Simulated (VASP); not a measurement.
Wanted: the native input for a VASP 6.6.1 run.

| Property | Result |
| --- | --- |
| Task | single point |
| Functional | PBE |
| Potentials or basis | VASP PAW PBE potentials, release 64 (Sn_d, Se) |
| Cutoff | 520 eV |
| k mesh | 10 × 10 × 5 |
| Occupations | fermi-dirac, width 0.05 eV |
| Spin | no spin polarisation |
| Dipole correction | no |
| Further INCAR settings | ALGO = Normal; EDIFF = 1e-06; NBANDS = 28 |

The structure of SnSe (wurtzite type) lies in POSCAR:

```
SnSe
1.0
    2.7750261201      0.0000000000      0.0000000000
   -1.3875130601      2.4032431162      0.0000000000
    0.0000000000      0.0000000000      9.7567658977
Sn Se
2 2
Direct
    0.3333333333      0.6666666667      0.0596196757
    0.6666666667      0.3333333333      0.5596196757
    0.3333333333      0.6666666667      0.3163803243
    0.6666666667      0.3333333333      0.8163803243
```

One way to write it, as run:

INCAR

```
SYSTEM = SnSe
ALGO = Normal
EDIFF = 1E-6
ENCUT = 520
GGA = PE
ISIF = 2
ISMEAR = -1
LASPH = .True.
LCHARG = .True.
LELF = .True.
LREAL = .False.
LVHAR = .True.
LWAVE = .False.
NBANDS = 28
NELM = 80
PREC = Accurate
SIGMA = 0.05
```

KPOINTS

```
k-points
0
Gamma
  10 10 5
  0 0 0
```

Potentials or basis: VASP PAW PBE potentials, release 64 (Sn_d, Se).

The run is started by

```console
$ cat potpaw_PBE.64/Sn_d/POTCAR potpaw_PBE.64/Se/POTCAR > POTCAR
$ mpirun -np 1 vasp_std > vasp.out
```

Results of the run:

```json
{
 "Pressure": "64.2 GPa",
 "Largest force": "0.008 eV/Å",
 "Band gap on the k mesh": "zero (bands 20 and 21 overlap by 6.30 eV)"
}
```

Caveat: the cell stands under pressure; spin-orbit coupling is left out, which moves the levels of the heavy elements.

It took 92 s on 1 thread of Intel Xeon 8259CL (shared host), peak memory 0.24 GiB.
